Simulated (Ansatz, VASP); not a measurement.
Two plane-wave programs on VH2

File INCAR:

```
PREC = Accurate ; ENCUT = 520
EDIFF = 1E-7 ; ISMEAR = 0
SIGMA = 0.1 ; LREAL = False
LASPH = True ; NELM = 60
ALGO = Normal ; ISIF = 2
LWAVE = False ; LCHARG = False
GGA = PS ; NBANDS = 14
```

The input KPOINTS:

```
Automatic mesh
0
Gamma
  18 18 18
```

File POSCAR:

```
VH2
1.0
    0.0000000000      2.1492982839      2.1492982839
    2.1492982839      0.0000000000      2.1492982839
    2.1492982839      2.1492982839      0.0000000000
V H
1 2
Direct
    0.0000000000      0.0000000000      0.0000000000
    0.2500000000      0.2500000000      0.2500000000
    0.7500000000      0.7500000000      0.7500000000
```

Input for Ansatz:

```yaml
crystal:
  lattice:
    - [0.0, 2.1492982839, 2.1492982839]
    - [2.1492982839, 0.0, 2.1492982839]
    - [2.1492982839, 2.1492982839, 0.0]
  atoms:
    - { symbol: V, position: [0.0, 0.0, 0.0] }
    - { symbol: H, position: [0.25, 0.25, 0.25] }
    - { symbol: H, position: [0.75, 0.75, 0.75] }
basis:
  ecutwfc: 420
kpoints:
  mp_grid: { grid: [18, 18, 18] }
hamiltonian:
  xc: pbesol
scf:
  occupations: { method: gaussian, width: 0.1 }
output:
  forces: true
  stress: true
  eigenvalues: true
```

Alike in both runs: task single point; functional PBEsol; k mesh 18 × 18 × 18; occupations gaussian, width 0.1 eV; no spin polarisation.

|  | VASP | Ansatz |
| --- | --- | --- |
| version | VASP 6.6.1 | Ansatz 0.2.0 |
| potentials or method | VASP PAW PBE potentials, release 64 (V_sv, H), cutoff 520 eV | scalar-relativistic, plane waves, PAW |
| valence electrons in the cell | 15 | 15 |

```csv
,VASP,Ansatz,Ansatz less VASP
gap on the k mesh at the Fermi level (eV),none,none,-
pressure (GPa),-14.9,-15.0,-0.05
```

VASP's potentials were made for PBE, not for PBEsol. A gap of «none» marks a metal or a gap that the smearing closes. With one functional, cell and mesh, what is left measures potentials, basis and numerics.
